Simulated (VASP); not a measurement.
# Na (Pmmn) in VASP: further runs

The runs below take Na through single point, with PBEsol.

All numbers are computed with VASP 6.6.1; they aren't measurements. Logs are shortened: lines on timing, memory, paths and dates and some standing lists are left out, and cuts for length are marked.

## (1) The cell of the first run

It takes space group Pmmn (No. 59, orthorhombic). Conventional cell: a = 3.758 Å, b = 5.268 Å, c = 3.758 Å, α = 90.00°, β = 90.00°, γ = 90.00°. Within 4.5 Å of Na (site symmetry mm2) lie 12 Na at 3.40 to 4.22 Å.

## (2) Single point, PBEsol (atoms displaced along a vibrational mode, the cell strained)

Contents of INCAR:

```
SYSTEM = Na
PREC = Accurate ; ENCUT = 520
EDIFF = 1E-6 ; ISMEAR = 0
SIGMA = 0.15 ; LREAL = .False.
LASPH = .True. ; NELM = 60
ALGO = Fast ; ISIF = 2
LWAVE = .False. ; LCHARG = .False.
GGA = PS ; NBANDS = 14
```

Contents of KPOINTS:

```
regular mesh
0
Gamma
  12 12 10
  0 0 0
```

Contents of POSCAR:

```
Na
1.0
    0.0000000000     -3.7580792051      0.0000000000
   -3.7580792051      0.0000000000      0.0000000000
    0.0000000000      0.0000000000     -5.2675445391
Na
2
Direct
    0.5000000000      0.6094671979      0.5000000000
    0.0000000000     -0.1094671979      0.0000000000
```

Potentials or basis: VASP PAW PBE potentials, release 64 (Na_pv).

Run with:

```
$ cat potpaw_PBE.64/Na_pv/POTCAR > POTCAR
$ mpirun -np 1 vasp_std > vasp.out
```

OUTCAR:

```text
SYSTEM = Na
   PREC = Accurate
   ENCUT = 520
   EDIFF = 1E-6
   ISMEAR = 0
   LREAL = .False.
   LASPH = .True.
   NELM = 60
   ISIF = 2
   GGA = PS

 ion  position               nearest neighbor table
   1  0.500  0.609  0.500-
   2  0.000  0.891  0.000-

  LATTYP: Found a simple tetragonal cell.
 ALAT       =     3.7580792051
 C/A-ratio  =     1.4016587335

  Lattice vectors:

 A1 = (   0.0000000000,  -3.7580792051,   0.0000000000)
 A2 = (  -3.7580792051,   0.0000000000,   0.0000000000)
 A3 = (   0.0000000000,   0.0000000000,  -5.2675445391)

Analysis of symmetry for initial positions (statically):
=====================================================================
 Subroutine PRICEL returns:
 Original cell was already a primitive cell.

 Routine SETGRP: Setting up the symmetry group for a
 simple tetragonal supercell.

 Subroutine GETGRP returns: Found  8 space group operations
 (whereof  4 operations were pure point group operations)
 out of a pool of 16 trial point group operations.

The static configuration has the point symmetry C_2v.
 The point group associated with its full space group is D_2h.

Analysis of symmetry for dynamics (positions and initial velocities):
=====================================================================
 Subroutine PRICEL returns:
 Original cell was already a primitive cell.

 Routine SETGRP: Setting up the symmetry group for a
 simple tetragonal supercell.

 Subroutine GETGRP returns: Found  8 space group operations
 (whereof  4 operations were pure point group operations)
 out of a pool of 16 trial point group operations.

The dynamic configuration has the point symmetry C_2v.
 The point group associated with its full space group is D_2h.

 Subroutine INISYM returns: Found  8 space group operations
 (whereof  4 operations are pure point group operations),
 and found     1 'primitive' translations

----------------------------------------------------------------------------------------

                                     Primitive cell

  volume of cell :      74.3944

  direct lattice vectors                    reciprocal lattice vectors
     0.000000000 -3.758079205  0.000000000     0.000000000 -0.266093381  0.000000000
    -3.758079205  0.000000000  0.000000000    -0.266093381  0.000000000  0.000000000
     0.000000000  0.000000000 -5.267544539     0.000000000  0.000000000 -0.189841774

  length of vectors
     3.758079205  3.758079205  5.267544539     0.266093381  0.266093381  0.189841774

  position of ions in fractional coordinates (direct lattice)
     0.500000000  0.609467198  0.500000000
     0.000000000  0.890532802  0.000000000

  ion indices of the primitive-cell ions
   primitive index   ion index
                 1           1
                 2           2

----------------------------------------------------------------------------------------

 KPOINTS: regular mesh

Automatic generation of k-mesh.
 Grid dimensions read from file:
 generate k-points for:   12   12   10

 Generating k-lattice:

  Cartesian coordinates                     Fractional coordinates (reciprocal lattice)
     0.000000000 -0.022174448  0.000000000     0.083333333  0.000000000  0.000000000
    -0.022174448  0.000000000  0.000000000     0.000000000  0.083333333  0.000000000
     0.000000000  0.000000000 -0.018984177     0.000000000  0.000000000  0.100000000

  Length of vectors
     0.022174448  0.022174448  0.018984177

  Shift w.r.t. Gamma in fractional coordinates (k-lattice)
     0.000000000  0.000000000  0.000000000

 Subroutine IBZKPT returns following result:
 ===========================================

 Found    294 irreducible k-points:

 Following reciprocal coordinates:
            Coordinates               Weight
  0.000000  0.000000  0.000000      1.000000
  0.083333  0.000000  0.000000      2.000000
  0.000000  0.083333  0.000000      2.000000
  0.166667  0.000000  0.000000      2.000000
  0.000000  0.166667  0.000000      2.000000
  0.250000  0.000000  0.000000      2.000000
[... 16 lines left out ...]
  0.500000  0.083333  0.000000      2.000000
 -0.083333  0.500000  0.000000      2.000000
 [... further k-points ...]
   k-points           NKPTS =    294   k-points in BZ     NKDIM =    294   number of bands    NBANDS=     14
   number of dos      NEDOS =    301   number of ions     NIONS =      2
   total plane-waves  NPLWV =  31360
   dimension x,y,z NGX =    28 NGY =   28 NGZ =   40
   dimension x,y,z NGXF=    56 NGYF=   56 NGZF=   80
   ions per type =               2
   NGX,Y,Z   is equivalent  to a cutoff of  12.39, 12.39, 12.62 a.u.
   NGXF,Y,Z  is equivalent  to a cutoff of  24.77, 24.77, 25.25 a.u.
 SYSTEM =  Na
   PREC   = accura    normal or accurate (medium, high low for compatibility)
   ISTART =      0    job   : 0-new  1-cont  2-samecut
   ICHARG =      2    charge: 1-file 2-atom 10-const
   ISPIN  =      1    spin polarized calculation?
   LNONCOLLINEAR =      F non collinear calculations
[... 65 lines left out ...]
     10       6.6431      0.00000
     11       7.2754      0.00000
     12       7.3410      0.00000
     13       8.6795      0.00000
     14      11.2447      0.00000

 k-point     2 :       0.0833    0.0000    0.0000
  band No.  band energies     occupation
      1     -24.6002      2.00000
      2     -24.5684      2.00000
      3     -24.5518      2.00000
      4     -24.5473      2.00000
      5     -24.5456      2.00000
      6     -24.5452      2.00000
      7      -2.8973      2.00000
      8       2.1619      0.00000
      9       2.7491      0.00000
     10       5.6988      0.00000
     11       7.3277      0.00000
     12       7.6380      0.00000
     13       9.5014      0.00000
     14      10.2012      0.00000

 k-point     3 :       0.0000    0.0833    0.0000
  band No.  band energies     occupation
      1     -24.6010      2.00000
      2     -24.5673      2.00000
      3     -24.5524      2.00000
      4     -24.5487      2.00000
      5     -24.5448      2.00000
      6     -24.5442      2.00000
      7      -2.8975      2.00000
      8       2.1622      0.00000
      9       2.7559      0.00000
     10       5.6447      0.00000
     11       7.4039      0.00000
     12       7.6240      0.00000
     13       9.4733      0.00000
     14      10.3470      0.00000

 k-point     4 :       0.1667    0.0000    0.0000
  band No.  band energies     occupation
      1     -24.5971      2.00000
      2     -24.5710      2.00000
      3     -24.5544      2.00000
      4     -24.5481      2.00000
      5     -24.5468      2.00000
      6     -24.5466      2.00000
      7      -2.6683      2.00000
      8       2.3605      0.00000
      9       2.8958      0.00000
     10       4.4361      0.00000
     11       7.4654      0.00000
     12       7.9108      0.00000
     13       8.8195      0.00000
     14      10.1016      0.00000

 k-point     5 :       0.0000    0.1667    0.0000
  band No.  band energies     occupation
      1     -24.6000      2.00000
      2     -24.5668      2.00000
      3     -24.5556      2.00000
      4     -24.5520      2.00000
      5     -24.5451      2.00000
      6     -24.5442      2.00000
      7      -2.6692      2.00000
      8       2.3616      0.00000
      9       2.9398      0.00000
     10       4.3310      0.00000
     11       7.5929      0.00000
[... 276 lines left out ...]
 k-point    22 :      -0.0833    0.4167    0.0000
  band No.  band energies     occupation
      1     -24.5955      2.00000
      2     -24.5694      2.00000
      3     -24.5647      2.00000
      4     -24.5636      2.00000
      5     -24.5470      2.00000
      6     -24.5452      2.00000
      7      -1.0260      2.00000
      8       0.7248      0.00005
      9       3.8229      0.00000
     10       4.6410      0.00000
     11       5.4891      0.00000
     12       6.2336      0.00000
     13       7.8718      0.00000
     14       9.4003      0.00000

 k-point    23 :       0.5000    0.0833    0.0000
  band No.  band energies     occupation
      1     -24.5762      2.00000
      2     -24.5762      2.00000
      3     -24.5711      2.00000
      4     -24.5711      2.00000
      5     -24.5468      2.00000
      6     -24.5468      2.00000
      7      -0.2180      2.00000
      8      -0.2180      2.00000
      9       4.5629      0.00000
     10       4.5629      0.00000
     11       5.4824      0.00000
     12       5.4824      0.00000
     13       8.5121      0.00000
     14       8.5121      0.00000

 k-point    24 :      -0.0833    0.5000    0.0000
  band No.  band energies     occupation
      1     -24.5952      2.00000
      2     -24.5703      2.00000
      3     -24.5657      2.00000
      4     -24.5639      2.00000
      5     -24.5471      2.00000
      6     -24.5452      2.00000
      7      -0.3074      2.00000
      8      -0.1243      1.99992
      9       4.4052      0.00000
     10       4.7677      0.00000
     11       5.3932      0.00000
     12       5.4079      0.00000
     13       8.3576      0.00000
     14       8.7545      0.00000

 [... further k-points ...]

------------------------ aborting loop because EDIFF is reached ----------------------------------------

  FORCE on cell =-STRESS in cart. coord.  units (eV):
  Direction    XX          YY          ZZ          XY          YZ          ZX
  --------------------------------------------------------------------------------------
  -------------------------------------------------------------------------------------
  Total       -0.3586899      0.1674641      0.3996344      0.0000000      0.0000000      0.0000000
  in kB       -7.7248425      3.6065520      8.6066347      0.0000000      0.0000000      0.0000000
  external PRESSURE =       1.4961147 kB  Pullay stress =       0.0000000 kB

 VOLUME and BASIS-vectors are now :
 -----------------------------------------------------------------------------
  energy-cutoff  :      520.00
  volume of cell :       74.39
      direct lattice vectors                 reciprocal lattice vectors
     0.000000000 -3.758079205  0.000000000     0.000000000 -0.266093381  0.000000000
    -3.758079205  0.000000000  0.000000000    -0.266093381  0.000000000  0.000000000
     0.000000000  0.000000000 -5.267544539     0.000000000  0.000000000 -0.189841774

 POSITION                                       TOTAL-FORCE (eV/Angst)
 -----------------------------------------------------------------------------------
     -2.29043     -1.87904     -2.63377         0.227556      0.000000      0.000000
     -3.34669      0.00000      0.00000        -0.227556      0.000000      0.000000
 -----------------------------------------------------------------------------------
    total drift:                               -0.000000     -0.000000     -0.000000

  FREE ENERGIE OF THE ION-ELECTRON SYSTEM (eV)
  ---------------------------------------------------
  free  energy   TOTEN  =        -2.6937446300 eV

  energy  without entropy=       -2.6826284236  energy(sigma->0) =       -2.68818653
```

Wall time 1.8 min (1 thread of Intel Xeon Platinum 8488C (Sapphire Rapids), shared host); peak memory 0.33 GiB.

Results:

```
Free energy            : -2.6937 eV
Pressure               : 0.1 GPa
Largest force          : 0.228 eV/Å
Band gap on the k mesh : zero (bands 7 and 8 overlap by 4.67 eV)
```

Forces on the atoms (eV/Å):
```
Na   0.228  0.000  0.000
Na  -0.228  0.000  0.000
```

Stress tensor (GPa, compression positive):
```
-0.77  0.00  0.00
 0.00  0.36  0.00
 0.00  0.00  0.86
```

Caveat: the cell differs from its parent crystal (atoms displaced along a vibrational mode, the cell strained); the PAW data sets were made with another functional, which shifts forces and pressure a little.

## (3) Single point, PBEsol (atoms displaced along a vibrational mode, the cell strained)

Contents of INCAR:

```
SYSTEM = Na
PREC = Accurate
ENCUT = 520
EDIFF = 1E-6
ISMEAR = 0
SIGMA = 0.15
LREAL = .FALSE.
LASPH = .TRUE.
NELM = 100
ALGO = Fast
ISIF = 2
LWAVE = .FALSE.
LCHARG = .FALSE.
GGA = PS
NBANDS = 14
```

Contents of KPOINTS:

```
Automatic mesh
0
G
  12 12 10
  0 0 0
```

Contents of POSCAR:

```
Na
1.0
    0.0000000000     -3.7893872139      0.0000000000
   -3.7893872139      0.0000000000      0.0000000000
    0.0000000000      0.0000000000     -5.3114276831
Na
2
Direct
    0.5000000000      0.6642007968      0.5000000000
    0.0000000000     -0.1642007968      0.0000000000
```

Potentials or basis: VASP PAW PBE potentials, release 64 (Na_pv).

Run with:

```
$ cat potpaw_PBE.64/Na_pv/POTCAR > POTCAR
$ mpirun -np 1 vasp_std > vasp.out
```

Run time: 1.7 min. Hardware: 1 thread of Intel Xeon Platinum 8488C (Sapphire Rapids), shared host; peak memory 0.33 GiB.

It converged, with:

| Property | Result |
| --- | --- |
| Free energy | -2.6039 eV |
| Pressure | 0.2 GPa |
| Largest force | 0.200 eV/Å |
| Band gap on the k mesh | zero (bands 7 and 8 overlap by 4.52 eV) |

Forces on the atoms (eV/Å):
```
Na   0.200  0.000  0.000
Na  -0.200  0.000  0.000
```

Stress tensor (GPa, compression positive):
```
-1.39  0.00  0.00
 0.00  0.57  0.00
 0.00  0.00  1.50
```

Levels at points of the mesh, in eV from the Fermi level:
```tsv
k point	band 3	band 4	band 5	band 6	band 7	band 8	band 9	band 10	band 11	band 12
(0.00, 0.00, 0.00)	-24.91	-24.90	-24.90	-24.90	-3.22	1.76	2.37	6.46	6.82	6.92
(0.50, 0.00, 0.00)	-24.94	-24.94	-24.90	-24.90	-0.58	-0.58	4.12	4.12	5.06	5.06
(0.00, 0.50, 0.00)	-24.93	-24.92	-24.90	-24.90	-0.71	-0.44	3.91	4.40	4.91	4.96
(0.50, 0.50, 0.00)	-24.94	-24.94	-24.92	-24.92	1.79	1.79	2.13	2.13	6.10	6.10
(0.00, 0.00, 0.50)	-24.92	-24.92	-24.90	-24.90	-1.86	-1.86	7.33	7.33	7.92	7.92
(0.50, 0.00, 0.50)	-24.91	-24.91	-24.90	-24.90	0.51	0.51	0.98	0.98	9.53	9.53
(0.00, 0.50, 0.50)	-24.92	-24.92	-24.92	-24.92	0.60	0.60	0.87	0.87	9.67	9.67
(0.50, 0.50, 0.50)	-24.92	-24.92	-24.90	-24.90	2.66	2.66	3.18	3.18	3.25	3.25
```

Caveat: the cell differs from its parent crystal (atoms displaced along a vibrational mode, the cell strained); the PAW data sets were made with another functional, which shifts forces and pressure a little.

## (4) Single point, PBEsol (atoms displaced along a vibrational mode, the cell strained)

Contents of INCAR:

```
SYSTEM = Na
ALGO = Fast ; EDIFF = 1E-6
ENCUT = 520 ; GGA = PS
ISIF = 2 ; ISMEAR = 0
LASPH = .True. ; LCHARG = .False.
LREAL = .False. ; LWAVE = .False.
NBANDS = 14 ; NELM = 100
PREC = Accurate ; SIGMA = 0.15
```

Contents of KPOINTS:

```
k-points
0
Gamma
  12 12 10
  0 0 0
```

Contents of POSCAR:

```
Na
1.0
    0.0000000000     -3.7893872139      0.0000000000
   -3.7893872139      0.0000000000      0.0000000000
    0.0000000000      0.0000000000     -5.3114276831
Na
2
Direct
    0.5000000000      0.5547335989      0.5000000000
    0.0000000000     -0.0547335989      0.0000000000
```

Run with:

```
$ cat potpaw_PBE.64/Na_pv/POTCAR > POTCAR
$ mpirun -np 1 vasp_std > vasp.out
```

It took 1.7 min on 1 thread of Intel Xeon Platinum 8488C (Sapphire Rapids), shared host; peak memory 0.33 GiB.

It converged, with:

```
Free energy            : -2.7719 eV
Pressure               : -0.3 GPa
Largest force          : 0.140 eV/Å
Band gap on the k mesh : zero (bands 7 and 8 overlap by 4.69 eV)
```

Forces on the atoms (eV/Å):
```
Na   0.140  0.000  0.000
Na  -0.140  0.000  0.000
```

Stress tensor (GPa, compression positive):
```
-0.50  0.00  0.00
 0.00 -0.21  0.00
 0.00  0.00 -0.12
```

Levels at points of the mesh, in eV from the Fermi level:
```tsv
k point	band 3	band 4	band 5	band 6	band 7	band 8	band 9	band 10	band 11	band 12
(0.00, 0.00, 0.00)	-24.83	-24.82	-24.82	-24.82	-3.22	1.79	2.35	6.17	6.92	6.93
(0.50, 0.00, 0.00)	-24.83	-24.83	-24.82	-24.82	-0.58	-0.58	4.17	4.17	5.06	5.06
(0.00, 0.50, 0.00)	-24.84	-24.83	-24.82	-24.82	-0.63	-0.52	4.07	4.28	5.03	5.05
(0.50, 0.50, 0.00)	-24.83	-24.83	-24.83	-24.83	1.72	1.72	2.24	2.24	6.19	6.19
(0.00, 0.00, 0.50)	-24.82	-24.82	-24.82	-24.82	-1.86	-1.86	7.40	7.40	8.00	8.00
(0.50, 0.00, 0.50)	-24.82	-24.82	-24.82	-24.82	0.54	0.54	0.95	0.95	9.94	9.94
(0.00, 0.50, 0.50)	-24.82	-24.82	-24.82	-24.82	0.55	0.55	0.94	0.94	9.93	9.93
(0.50, 0.50, 0.50)	-24.84	-24.84	-24.82	-24.82	2.84	2.84	2.94	2.94	3.11	3.11
```

Caveat: the cell differs from its parent crystal (atoms displaced along a vibrational mode, the cell strained); the PAW data sets were made with another functional, which shifts forces and pressure a little.

## (5) Single point, PBEsol (atoms displaced along a vibrational mode, the cell strained)

Contents of INCAR:

```
PREC     = Accurate       # precision mode
ENCUT    = 520            # plane-wave cutoff, eV
EDIFF    = 1E-6           # SCF threshold, eV
ISMEAR   = 0              # smearing method
SIGMA    = 0.15           # smearing width, eV
LREAL    = F              # projectors in reciprocal space
LASPH    = T              # aspherical terms in the spheres
NELM     = 60             # most SCF steps
ALGO     = Fast           # electronic algorithm
ISIF     = 2              # what is computed and relaxed
LWAVE    = F              # write WAVECAR
LCHARG   = T              # write CHGCAR
GGA      = PS             # functional
LELF     = T              # ELF
LVHAR    = T            
NBANDS   = 14             # bands
```

Contents of KPOINTS:

```
regular mesh
0
Gamma
  12 12 10
```

Contents of POSCAR:

```
Na
1.0
    0.0000000000     -3.7893872139      0.0000000000
   -3.7893872139      0.0000000000      0.0000000000
    0.0000000000      0.0000000000     -5.3114276831
Na
2
Direct
    0.5000000000      0.6094671979      0.5000000000
    0.0000000000     -0.1094671979      0.0000000000
```

Run with:

```
$ cat potpaw_PBE.64/Na_pv/POTCAR > POTCAR
$ mpirun -np 1 vasp_std > vasp.out
```

Wall time 1.8 min (1 thread of Intel Xeon Platinum 8488C (Sapphire Rapids), shared host); peak memory 0.33 GiB.

Results (log left out):

- Free energy: -2.6945 eV
- Pressure: 0.0 GPa
- Largest force: 0.219 eV/Å
- Band gap on the k mesh: zero (bands 7 and 8 overlap by 4.59 eV)

Forces on the atoms (eV/Å):
```
Na   0.219  0.000  0.000
Na  -0.219  0.000  0.000
```

Stress tensor (GPa, compression positive):
```
-0.88  0.00  0.00
 0.00  0.16  0.00
 0.00  0.00  0.64
```

Levels at points of the mesh, in eV from the Fermi level:
```csv
k point,band 3,band 4,band 5,band 6,band 7,band 8,band 9,band 10,band 11,band 12
"(0.00, 0.00, 0.00)",-24.86,-24.86,-24.86,-24.86,-3.22,1.77,2.36,6.27,6.87,6.93
"(0.50, 0.00, 0.00)",-24.88,-24.88,-24.86,-24.86,-0.58,-0.58,4.14,4.14,5.06,5.06
"(0.00, 0.50, 0.00)",-24.87,-24.87,-24.86,-24.85,-0.68,-0.47,3.98,4.36,4.97,5.01
"(0.50, 0.50, 0.00)",-24.88,-24.88,-24.87,-24.87,1.75,1.75,2.19,2.19,6.14,6.14
"(0.00, 0.00, 0.50)",-24.87,-24.87,-24.86,-24.86,-1.86,-1.86,7.33,7.33,7.96,7.96
"(0.50, 0.00, 0.50)",-24.86,-24.86,-24.86,-24.86,0.53,0.53,0.97,0.97,9.73,9.73
"(0.00, 0.50, 0.50)",-24.86,-24.86,-24.86,-24.86,0.57,0.57,0.91,0.91,9.81,9.81
"(0.50, 0.50, 0.50)",-24.87,-24.87,-24.86,-24.86,2.74,2.74,3.04,3.04,3.19,3.19
```

Caveat: the cell differs from its parent crystal (atoms displaced along a vibrational mode, the cell strained); the PAW data sets were made with another functional, which shifts forces and pressure a little.

## (6) Summary

| cell | gap on the mesh (eV) | pressure (GPa) | largest force (eV/Å) |
| --- | --- | --- | --- |
| a = 3.758, b = 3.758, c = 5.268 Å, 2 atoms, atomic positions A | none | 0.1 | 0.23 |
| a = 3.789, b = 3.789, c = 5.311 Å, 2 atoms, atomic positions B | none | 0.2 | 0.20 |
| a = 3.789, b = 3.789, c = 5.311 Å, 2 atoms, atomic positions C | none | -0.3 | 0.14 |
| a = 3.789, b = 3.789, c = 5.311 Å, 2 atoms, atomic positions A | none | 0.0 | 0.22 |

Alike in all rows: task single point; level PBEsol; potentials or basis VASP PAW PBE potentials, release 64 (Na_pv); no spin polarisation; k mesh 12 × 12 × 10; cutoff (eV) 520; smearing gaussian 0.15 eV.

Caveats: the PAW data sets were made with another functional, which shifts forces and pressure a little.

Absolute energies hang on the potentials; compare differences alone.
